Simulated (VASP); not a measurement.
# EuO (Fm-3m) in VASP: further runs, part 2 of 2

VASP 6.6.1.

## Step 3: Single point, LDA+U, collinear spin, ferromagnetic start

INCAR reads:

```
  PREC = Accurate
  ENCUT = 600
  EDIFF = 1E-6
  ISMEAR = 0
  SIGMA = 0.05
  LREAL = False
  LASPH = True
  NELM = 200
  ALGO = Normal
  ISIF = 2
  LWAVE = False
  LCHARG = False
  ISPIN = 2
  MAGMOM = 3.5 0
  LORBIT = 11
  NUPDOWN = 3.5
  LMAXMIX = 6
  LDAU = True
  LDAUTYPE = 2
  LDAUL = 3 -1
  LDAUU = 7 0
  LDAUJ = 0 0
  LDAUPRINT = 1
  GGA = CA
  NBANDS = 22
  GGA_COMPAT = False
```

KPOINTS reads:

```
Automatic mesh
0
Gamma
  6 6 6
```

POSCAR reads:

```
EuO
1.0
    0.0000000000      2.5719519700      2.5719519700
    2.5719519700      0.0000000000      2.5719519700
    2.5719519700      2.5719519700      0.0000000000
Eu O
1 1
Direct
    0.5000000000      0.5000000000      0.5000000000
    0.0000000000      0.0000000000      0.0000000000
```

Potentials or basis: VASP PAW PBE potentials, release 64 (Eu, O).

Launch:

```
> cat potpaw_PBE.64/Eu/POTCAR potpaw_PBE.64/O/POTCAR > POTCAR
> mpirun -np 1 vasp_std > vasp.out
```

OUTCAR:

```text
PREC = Accurate
   ENCUT = 600
   EDIFF = 1E-6
   ISMEAR = 0
   LREAL = False
   LASPH = True
   NELM = 200
   ISIF = 2
   ISPIN = 2
   LORBIT = 11
   NUPDOWN = 3.5
   GGA = CA

 ion  position               nearest neighbor table
   1  0.500  0.500  0.500-   2 2.57   2 2.57   2 2.57   2 2.57   2 2.57   2 2.57
   2  0.000  0.000  0.000-   1 2.57   1 2.57   1 2.57   1 2.57   1 2.57   1 2.57

  LATTYP: Found a face centered cubic cell.
 ALAT       =     5.1439039400

  Lattice vectors:

 A1 = (   0.0000000000,   2.5719519700,   2.5719519700)
 A2 = (   2.5719519700,   0.0000000000,   2.5719519700)
 A3 = (   2.5719519700,   2.5719519700,   0.0000000000)

Analysis of symmetry for initial positions (statically):
=====================================================================
 Subroutine PRICEL returns:
 Original cell was already a primitive cell.

 Routine SETGRP: Setting up the symmetry group for a
 face centered cubic supercell.

 Subroutine GETGRP returns: Found 48 space group operations
 (whereof 48 operations were pure point group operations)
 out of a pool of 48 trial point group operations.

The static configuration has the point symmetry O_h .

Analysis of symmetry for dynamics (positions and initial velocities):
=====================================================================
 Subroutine PRICEL returns:
 Original cell was already a primitive cell.

 Routine SETGRP: Setting up the symmetry group for a
 face centered cubic supercell.

 Subroutine GETGRP returns: Found 48 space group operations
 (whereof 48 operations were pure point group operations)
 out of a pool of 48 trial point group operations.

The dynamic configuration has the point symmetry O_h .

Analysis of structural, dynamic, and magnetic symmetry:
=====================================================================
[... 188 lines left out ...]
  ---------------------------------------------------
  ext. energy  EPLUGINS =         0.00000000
  ---------------------------------------------------
  free energy    TOTEN  =       -16.63067730 eV

  energy without entropy =      -16.62594086  energy(sigma->0) =      -16.62830908

 E-fermi :   6.0098     XC(G=0): -11.4565

 val. band max:        5.9424649717   @ k =   0.5000   0.1667   0.0000
 cond. band min:       1.3250512752   @ k =   0.1667   0.1667   0.0000
 fundamental gap:     -4.6174136966
 Fermi energy:         1.2798124203

 spin component 1

 k-point     1 :       0.0000    0.0000    0.0000
  band No.  band energies     occupation
      1     -37.1480      1.00000
      2     -15.5688      1.00000
      3     -15.5688      1.00000
      4     -15.5688      1.00000
      5     -14.1655      1.00000
      6      -0.2430      1.00000
[... 389 lines left out ...]
     21      13.1383      0.00000
     22      14.1255      0.00000
 Fermi energy:         6.0098405882

 spin component 2

 k-point     1 :       0.0000    0.0000    0.0000
  band No.  band energies     occupation
      1     -35.4917      1.00000
      2     -14.5286      1.00000
      3     -14.3869      1.00000
      4     -14.3869      1.00000
      5     -14.3869      1.00000
      6       0.2312      1.00000
[... 389 lines left out ...]
     21      13.4838      0.00000
     22      14.3601      0.00000

------------------------ aborting loop because EDIFF is reached ----------------------------------------

  FORCE on cell =-STRESS in cart. coord.  units (eV):
  Direction    XX          YY          ZZ          XY          YZ          ZX
  --------------------------------------------------------------------------------------
  -------------------------------------------------------------------------------------
  Total       -2.7703765     -2.7703765     -2.7703765      0.0000000      0.0000000     -0.0000000
  in kB     -130.4460180   -130.4460180   -130.4460180      0.0000000      0.0000000     -0.0000000
  external PRESSURE =    -130.4460180 kB  Pullay stress =       0.0000000 kB

 VOLUME and BASIS-vectors are now :
 -----------------------------------------------------------------------------
  energy-cutoff  :      600.00
  volume of cell :       34.03
      direct lattice vectors                 reciprocal lattice vectors
     0.000000000  2.571951970  2.571951970    -0.194404875  0.194404875  0.194404875
     2.571951970  0.000000000  2.571951970     0.194404875 -0.194404875  0.194404875
     2.571951970  2.571951970  0.000000000     0.194404875  0.194404875 -0.194404875

 POSITION                                       TOTAL-FORCE (eV/Angst)
 -----------------------------------------------------------------------------------
      2.57195      2.57195      2.57195         0.000000     -0.000000     -0.000000
      0.00000      0.00000      0.00000        -0.000000      0.000000      0.000000
 -----------------------------------------------------------------------------------
    total drift:                                0.000000     -0.000000      0.000000

  FREE ENERGIE OF THE ION-ELECTRON SYSTEM (eV)
  ---------------------------------------------------
  free  energy   TOTEN  =       -16.6306773042 eV

  energy  without entropy=      -16.6259408580  energy(sigma->0) =      -16.62830908

 total charge

# of ion       s       p       d       f       tot
--------------------------------------------------
    1        2.024   5.649   0.530   6.375  14.577
    2        1.546   3.333   0.000   0.000   4.879
--------------------------------------------------
tot          3.570   8.983   0.530   6.375  19.457

 magnetization (x)

# of ion       s       p       d       f       tot
--------------------------------------------------
    1       -0.016  -0.061  -0.218   4.353   4.059
    2       -0.011  -0.210   0.000   0.000  -0.221
--------------------------------------------------
tot         -0.026  -0.271  -0.218   4.353   3.838
```

OSZICAR:

```text
N       E                     dE             d eps       ncg     rms          rms(c)
DAV:   1     0.149234684079E+03    0.14923E+03   -0.86551E+03  1994   0.475E+03
[... 23 lines left out ...]
DAV:  25    -0.166306912895E+02    0.20579E-03   -0.18937E-03  1744   0.114E+00    0.185E-01
DAV:  26    -0.166307508445E+02   -0.59555E-04   -0.14750E-04  2388   0.301E-01    0.169E-01
DAV:  27    -0.166307259645E+02    0.24880E-04   -0.34899E-05  2382   0.118E-01    0.135E-01
DAV:  28    -0.166306943550E+02    0.31609E-04   -0.48835E-05  1862   0.211E-01    0.855E-02
DAV:  29    -0.166306875222E+02    0.68328E-05   -0.10016E-05  2510   0.958E-02    0.751E-02
DAV:  30    -0.166306778523E+02    0.96699E-05   -0.32201E-05  1738   0.183E-01    0.380E-02
DAV:  31    -0.166306773042E+02    0.54816E-06   -0.56493E-06  2120   0.561E-02
   1 F= -.16630677E+02 E0= -.16628309E+02  d E =-.473645E-02  mag=     3.5000
```

stdout:

```text
POSCAR found type information on POSCAR EuO
 POSCAR found :  2 types and       2 ions
 scaLAPACK will be used
 -----------------------------------------------------------------------------
|                                                                             |
|                                                                             |
|     You enforced a specific xc type in the INCAR file but a different       |
|     I HOPE YOU KNOW WHAT YOU ARE DOING!                                     |
|                                                                             |
 -----------------------------------------------------------------------------

 LDA part: xc-table for (Slater(with rela. corr.)+CA(PZ))
 , standard interpolation
 POSCAR, INCAR and KPOINTS ok, starting setup
 FFT: planning ... GRIDC
 FFT: planning ... GRID_SOFT
 FFT: planning ... GRID
 WAVECAR not read
 entering main loop
```

It took 2.3 min on 1 thread of Intel Xeon 8259CL, shared host; peak memory 0.19 GiB.

What came out:

```yaml
Free_energy: -16.6307 eV
Pressure: -13.0 GPa
Net_moment: 3.50 μB per cell
Site_moments: Eu +4.06; O -0.22 μB
Valence_electrons_inside_the_program's_atomic_spheres: Eu 14.58; O 4.88
```

Eigenvalues of the final occupation matrices:
```
    site  spin  trace                         eigenvalues
site 1 f     1   5.37  0.00 0.80 0.80 0.80 0.99 0.99 0.99
site 1 f     2   1.01  0.00 0.00 0.00 0.01 0.01 0.01 0.98
```

Caveat: the cell stands under tension; the PAW data sets were made with another functional, which shifts forces and pressure a little; spin-orbit coupling is left out, which moves the levels of the heavy elements; the total moment is fixed, so each spin has its own Fermi level; a cell with one magnetic atom can't hold antiferromagnetic order, which such compounds often take.

## Step 4: Single point, LDA+U, collinear spin, ferromagnetic start

INCAR reads:

```
PREC     = Accurate       # precision mode
ENCUT    = 600            # plane-wave cutoff, eV
EDIFF    = 1E-6           # SCF threshold, eV
ISMEAR   = 0              # smearing method
SIGMA    = 0.05           # smearing width, eV
LREAL    = F              # projectors in reciprocal space
LASPH    = T              # aspherical terms in the spheres
NELM     = 200            # most SCF steps
ALGO     = Normal         # electronic algorithm
ISIF     = 2              # what is computed and relaxed
LWAVE    = F              # write WAVECAR
LCHARG   = F              # write CHGCAR
ISPIN    = 2              # spin polarisation
MAGMOM   = 1.75 0         # initial moments
LORBIT   = 11             # projections on sites
NUPDOWN  = 1.75           # fixed moment
LMAXMIX  = 6              # l up to which the mixer works
LDAU     = T              # DFT+U
LDAUTYPE = 2            
LDAUL    = 3 -1           # shell
LDAUU    = 7 0            # U, eV
LDAUJ    = 0 0          
LDAUPRINT= 1            
GGA      = CA             # functional
NBANDS   = 22             # bands
GGA_COMPAT= F
```

KPOINTS reads:

```
regular mesh
0
Gamma
  6 6 6
```

POSCAR is that of step 3.

Launch:

```
> cat potpaw_PBE.64/Eu/POTCAR potpaw_PBE.64/O/POTCAR > POTCAR
> mpirun -np 1 vasp_std > vasp.out
```

It took 2.9 min on 1 thread of Intel Xeon 8259CL, shared host; peak memory 0.19 GiB.

The run converged. Its results:

| Item | Value |
| --- | --- |
| Free energy | -15.5722 eV |
| Pressure | -13.3 GPa |
| Net moment | 1.75 μB per cell |
| Site moments | Eu +1.49; O +0.02 μB |
| Valence electrons inside the program's atomic spheres | Eu 14.65; O 4.90 |

Eigenvalues of the final occupation matrices:
```
    site  spin  trace                         eigenvalues
site 1 f     1   3.95  0.01 0.01 0.01 0.98 0.98 0.98 0.98
site 1 f     2   2.59  0.00 0.00 0.00 0.00 0.86 0.86 0.86
```

Caveat: the cell stands under tension; the PAW data sets were made with another functional, which shifts forces and pressure a little; spin-orbit coupling is left out, which moves the levels of the heavy elements; the total moment is fixed, so each spin has its own Fermi level; a cell with one magnetic atom can't hold antiferromagnetic order, which such compounds often take. The state reached can hang on the start; a lower one may exist.

## Step 5: Single point, LDA+U, collinear spin, ferromagnetic start

INCAR reads:

```
  ALGO = Normal
  EDIFF = 1E-6
  ENCUT = 600
  GGA = CA
  GGA_COMPAT = F
  ISIF = 2
  ISMEAR = 0
  ISPIN = 2
  LASPH = T
  LCHARG = F
  LDAU = T
  LDAUJ = 0 0
  LDAUL = 3 -1
  LDAUPRINT = 1
  LDAUTYPE = 2
  LDAUU = 7 0
  LMAXMIX = 6
  LORBIT = 11
  LREAL = F
  LWAVE = F
  MAGMOM = 7 0
  NBANDS = 22
  NELM = 200
  PREC = Accurate
  SIGMA = 0.05
```

KPOINTS reads:

```
k-points
0
Gamma
  6 6 6
```

POSCAR is that of step 4.

Potentials or basis: VASP PAW PBE potentials, release 64 (Eu, O).

Launch:

```
> cat potpaw_PBE.64/Eu/POTCAR potpaw_PBE.64/O/POTCAR > POTCAR
> mpirun -np 1 vasp_std > vasp.out
```

OUTCAR:

```text
EDIFF = 1E-6
   ENCUT = 600
   GGA = CA
   ISIF = 2
   ISMEAR = 0
   ISPIN = 2
   LASPH = T
   LORBIT = 11
   LREAL = F
   NELM = 200
   PREC = Accurate

 ion  position               nearest neighbor table
   1  0.500  0.500  0.500-   2 2.57   2 2.57   2 2.57   2 2.57   2 2.57   2 2.57
   2  0.000  0.000  0.000-   1 2.57   1 2.57   1 2.57   1 2.57   1 2.57   1 2.57

  LATTYP: Found a face centered cubic cell.
 ALAT       =     5.1439039400

  Lattice vectors:

 A1 = (   0.0000000000,   2.5719519700,   2.5719519700)
 A2 = (   2.5719519700,   0.0000000000,   2.5719519700)
 A3 = (   2.5719519700,   2.5719519700,   0.0000000000)

Analysis of symmetry for initial positions (statically):
=====================================================================
 Subroutine PRICEL returns:
 Original cell was already a primitive cell.

 Routine SETGRP: Setting up the symmetry group for a
[... 636 lines left out ...]
      4     -12.5413      1.00000
      5     -12.5413      1.00000
      6       0.6772      1.00000
[... 389 lines left out ...]
     21      14.8453      0.00000
     22      15.7666      0.00000

------------------------ aborting loop because EDIFF is reached ----------------------------------------

  FORCE on cell =-STRESS in cart. coord.  units (eV):
  Direction    XX          YY          ZZ          XY          YZ          ZX
  --------------------------------------------------------------------------------------
  -------------------------------------------------------------------------------------
  Total       -1.3501764     -1.3501764     -1.3501764     -0.0000000     -0.0000000     -0.0000000
  in kB      -63.5744399    -63.5744399    -63.5744399     -0.0000000     -0.0000000     -0.0000000
  external PRESSURE =     -63.5744399 kB  Pullay stress =       0.0000000 kB

 VOLUME and BASIS-vectors are now :
 -----------------------------------------------------------------------------
  energy-cutoff  :      600.00
  volume of cell :       34.03
      direct lattice vectors                 reciprocal lattice vectors
     0.000000000  2.571951970  2.571951970    -0.194404875  0.194404875  0.194404875
     2.571951970  0.000000000  2.571951970     0.194404875 -0.194404875  0.194404875
     2.571951970  2.571951970  0.000000000     0.194404875  0.194404875 -0.194404875

 POSITION                                       TOTAL-FORCE (eV/Angst)
 -----------------------------------------------------------------------------------
      2.57195      2.57195      2.57195        -0.000000     -0.000000      0.000000
      0.00000      0.00000      0.00000         0.000000      0.000000     -0.000000
 -----------------------------------------------------------------------------------
    total drift:                                0.000000     -0.000000      0.000000

  FREE ENERGIE OF THE ION-ELECTRON SYSTEM (eV)
  ---------------------------------------------------
  free  energy   TOTEN  =       -21.9932506446 eV

  energy  without entropy=      -21.9931554139  energy(sigma->0) =      -21.99320303

 total charge

# of ion       s       p       d       f       tot
--------------------------------------------------
    1        2.026   5.742   0.302   6.827  14.897
    2        1.538   3.380   0.000   0.000   4.918
--------------------------------------------------
tot          3.563   9.123   0.302   6.827  19.815

 magnetization (x)

# of ion       s       p       d       f       tot
--------------------------------------------------
    1       -0.009  -0.087   0.059   6.794   6.757
    2       -0.005  -0.076   0.000   0.000  -0.081
--------------------------------------------------
tot         -0.014  -0.163   0.059   6.794   6.676
```

Wall time 74 s (1 thread of Intel Xeon 8259CL, shared host); peak memory 0.19 GiB.

What came out:

| Property | Result |
| --- | --- |
| Free energy | -21.9933 eV |
| Pressure | -6.4 GPa |
| Band gap on the k mesh | 0.12 eV (least direct gap 0.30 eV) |
| Net moment | 7.00 μB per cell |
| Site moments | Eu +6.76; O -0.08 μB |
| Valence electrons inside the program's atomic spheres | Eu 14.90; O 4.92 |

Eigenvalues of the final occupation matrices:
| site | spin | trace | eigenvalues |
| --- | --- | --- | --- |
| site 1 f | 1 | 6.82 | 0.96 0.98 0.98 0.98 0.98 0.98 0.98 |
| site 1 f | 2 | 0.02 | 0.00 0.00 0.00 0.00 0.00 0.00 0.00 |

Caveat: the cell stands under tension; the PAW data sets were made with another functional, which shifts forces and pressure a little; spin-orbit coupling is left out, which moves the levels of the heavy elements; a cell with one magnetic atom can't hold antiferromagnetic order, which such compounds often take. The state reached can hang on the start; a lower one may exist.

## Step 6: Summary

```tsv
spin	fixed moment (μB)	pressure (GPa)	moment (μB)
collinear, zero start	0.0	-17.7	0.00
collinear, ferromagnetic start	3.5	-13.0	3.50
collinear, ferromagnetic start	1.75	-13.3	1.75
collinear, ferromagnetic start	-	-6.4	7.00
```

Alike in all rows: task single point; level LDA+U; potentials or basis VASP PAW PBE potentials, release 64 (Eu, O); Eu f U = 7.0 eV; cell as given; k mesh 6 × 6 × 6; cutoff (eV) 600; smearing gaussian 0.05 eV.

Caveats: the cell stands under tension; the PAW data sets were made with another functional, which shifts forces and pressure a little; spin-orbit coupling is left out, which moves the levels of the heavy elements; the total moment is fixed, so each spin has its own Fermi level (at least some runs); a cell with one magnetic atom can't hold antiferromagnetic order, which such compounds often take (at least some runs).

Total energies depend on the potentials used, so only differences within one code and one set of settings carry meaning.
